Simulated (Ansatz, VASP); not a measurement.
**Two plane-wave programs on CaPb3**

```
Ca Pb
1.0
     4.95536    0.00000    0.00000
     0.00000    4.95536    0.00000
     0.00000    0.00000    4.95536
Ca Pb
1 3
Direct
  0.00000 0.00000 0.00000
  0.00000 0.50000 0.50000
  0.50000 0.00000 0.50000
  0.50000 0.50000 0.00000
```

Alike in both runs: task single point; functional LDA; k mesh 5 × 5 × 5; no spin polarisation.

|  | VASP | Ansatz |
| --- | --- | --- |
| version | VASP 6.6.1 | Ansatz 0.2.0 |
| potentials or method | VASP PAW LDA potentials, release 64 (Ca_sv, Pb_d), cutoff 520 eV | plane waves, PAW |
| occupations | methfessel-paxton of order 1, width 0.1 eV | cold, width 0.1 eV |
| valence electrons in the cell | 52 | 52 |

```csv
,VASP,Ansatz,Ansatz less VASP
pressure (GPa),-3.5,-3.6,-0.07
```

LDA's correlation is that of Perdew and Zunger in VASP and of Perdew and Wang (1992) in Ansatz.

Spin-orbit coupling is off throughout.
